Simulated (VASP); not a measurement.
Runs of VASP 6.6.1 on BiTe. The structure is that of space group Fm-3m (No. 225), or close to it. The cells are those of the table. 

| cell | k mesh | gap on the mesh (eV) | pressure (GPa) |
| --- | --- | --- | --- |
| a = 3.833 Å, angles 60.0°, 2 atoms | 14 × 14 × 14 | none | 90.5 |
| a = 4.545 Å, angles 60.0°, 2 atoms | 12 × 12 × 12 | none | (a) |
| a = 4.605 Å, angles 60.0°, 2 atoms | 12 × 12 × 12 | none | (b) |
| a = 4.472 Å, angles 60.0°, 2 atoms | 12 × 12 × 12 | none | 4.0 |
| a = 4.185 Å, angles 60.0°, 2 atoms | 12 × 12 × 12 | none | 25.1 |

Alike in all rows: task single point; level r2SCAN; potentials or basis VASP PAW PBE potentials, release 64 (Bi_d, Te); no spin polarisation; cutoff (eV) 520; smearing gaussian 0.1 eV.

Problem. Estimate the missing entries.

Solution. (a) 1.0; (b) -1.0.

Caveats: the PAW data sets were made with another functional, which shifts forces and pressure a little; spin-orbit coupling is left out, which moves the levels of the heavy elements; the cell stands under pressure (at least some runs).

A k mesh can miss the band edges, and the runs leave out spin-orbit coupling on Bi, Te.

A gap of «none» marks levels without a gap at the run's occupations.
